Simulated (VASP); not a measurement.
Write the native input for VASP 6.6.1 that does the following.

```yaml
Task: single point
Functional: PBEsol
Potentials_or_basis: VASP PAW PBE potentials, release 64 (C)
Cutoff: 520 eV
k_mesh: 18 × 18 × 6
Occupations: fermi-dirac, width 0.15 eV
Spin: no spin polarisation
Dipole_correction: no
Further_INCAR_settings: ALGO = Normal; EDIFF = 1e-07; NBANDS = 16
```

The structure of C lies in POSCAR:

```
C
1.0
    1.2245037672     -2.1180064925      0.0000000000
    1.2245037672      2.1180064925      0.0000000000
    0.0000000000      0.0000000000      6.1979507025
C
4
Direct
    0.0833058250      0.9166941750      0.7500000000
    0.5833058250      0.4166941750      0.2500000000
    0.9166941750      0.0833058250      0.2500000000
    0.4166941750      0.5833058250      0.7500000000
```

These files were run (other wordings do the same):

INCAR

```
SYSTEM = C
PREC     = Accurate       ! precision mode
ENCUT    = 520            ! plane-wave cutoff, eV
EDIFF    = 1E-7           ! SCF threshold, eV
ISMEAR   = -1             ! smearing method
SIGMA    = 0.15           ! smearing width, eV
LREAL    = .False.        ! projectors in reciprocal space
LASPH    = .True.         ! aspherical terms in the spheres
NELM     = 60             ! most SCF steps
ALGO     = Normal         ! electronic algorithm
ISIF     = 2              ! what is computed and relaxed
LWAVE    = .False.        ! write WAVECAR
LCHARG   = .False.        ! write CHGCAR
GGA      = PS             ! functional
NBANDS   = 16             ! bands
```

KPOINTS

```
Automatic mesh
0
Gamma
  18 18 6
  0 0 0
```

Potentials or basis: VASP PAW PBE potentials, release 64 (C).

Command:

```sh
$ cat potpaw_PBE.64/C/POTCAR > POTCAR
$ mpirun -np 1 vasp_std > vasp.out
```

It gave:

* Pressure: 6.7 GPa
* Band gap on the k mesh: zero (bands 8 and 9 overlap by 0.09 eV)

Caveat: the cell stands under pressure; this functional lacks dispersion, which binds layers or chains, so the pressure and a relaxed spacing across them are unreliable; the PAW data sets were made with another functional, which shifts forces and pressure a little.

It took 68 s on 1 thread of Intel(R) Xeon(R) 6975P-C (Granite Rapids) (shared host), peak memory 0.23 GiB.
